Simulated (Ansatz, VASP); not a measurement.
# TaN: VASP beside Ansatz

INCAR

```
  PREC = Accurate
  ENCUT = 700
  EDIFF = 1E-6
  ISMEAR = 0
  SIGMA = 0.15
  LREAL = False
  LASPH = True
  NELM = 120
  ALGO = Normal
  ISIF = 2
  LWAVE = False
  LCHARG = False
  NBANDS = 16
  GGA_COMPAT = False
```

Contents of KPOINTS:

```
Automatic mesh
0
Gamma
  18 18 18
```

POSCAR

```
TaN
1.0
    0.0000000000      2.2281815418      2.2281815418
    2.2281815418      0.0000000000      2.2281815418
    2.2281815418      2.2281815418      0.0000000000
Ta N
1 1
Direct
    0.4967417379      0.5032582621      0.5032582621
    0.0420914985     -0.0420914985     -0.0420914985
```

Input for Ansatz:

```yaml
crystal:
  lattice:
    - [0.0, 2.2281815418, 2.2281815418]
    - [2.2281815418, 0.0, 2.2281815418]
    - [2.2281815418, 2.2281815418, 0.0]
  atoms:
    - { symbol: Ta, position: [0.4967417379, 0.5032582621, 0.5032582621] }
    - { symbol: "N", position: [0.0420914985, -0.0420914985, -0.0420914985] }
basis:
  ecutwfc: 520.0
kpoints:
  mp_grid: { grid: [18, 18, 18] }
hamiltonian:
  xc: lda
  pseudopotentials: { kind: paw, azcp: { folder: soft_1 } }
scf:
  occupations: { method: gaussian, width: 0.15 }
output:
  forces: true
  stress: true
  eigenvalues: true
  write_density: true
  write_potential: true
  elf: true
  volumetric_format: npy
```

Change from the starting cell: mode 4 frozen in at -0.183 Å, equal normal strain along x, y and z +0.0250.

Alike in both runs: task single point; functional LDA; k mesh 18 × 18 × 18; occupations gaussian, width 0.15 eV; no spin polarisation.

|  | VASP | Ansatz |
| --- | --- | --- |
| version | VASP 6.6.1 | Ansatz 0.2.0 |
| potentials or method | VASP PAW LDA potentials, release 64 (Ta_sv_GW, N), cutoff 700 eV | scalar-relativistic, plane waves, PAW |
| valence electrons in the cell | 18 | 18 |

Ansatz gave:

- gap on the k mesh at the Fermi level (eV): none
- pressure (GPa): -17.6
- traceless stress, the component that is largest in VASP (GPa): 11.03
- rms of the force components (eV/Å): 0.877

Q: Which values does VASP return?

A: gap on the k mesh at the Fermi level (eV): none; pressure (GPa): -16.6; traceless stress, the component that is largest in VASP (GPa): 11.18; rms of the force components (eV/Å): 0.895.

Ansatz warns that its potentials were made for another functional, while VASP's fit it. LDA's correlation is that of Perdew and Zunger in VASP and of Perdew and Wang (1992) in Ansatz. Atom by atom the forces differ by 0.018 eV/Å (rms over components). A gap of «none» marks a metal or a gap that the smearing closes.

Spin-orbit coupling is off throughout.
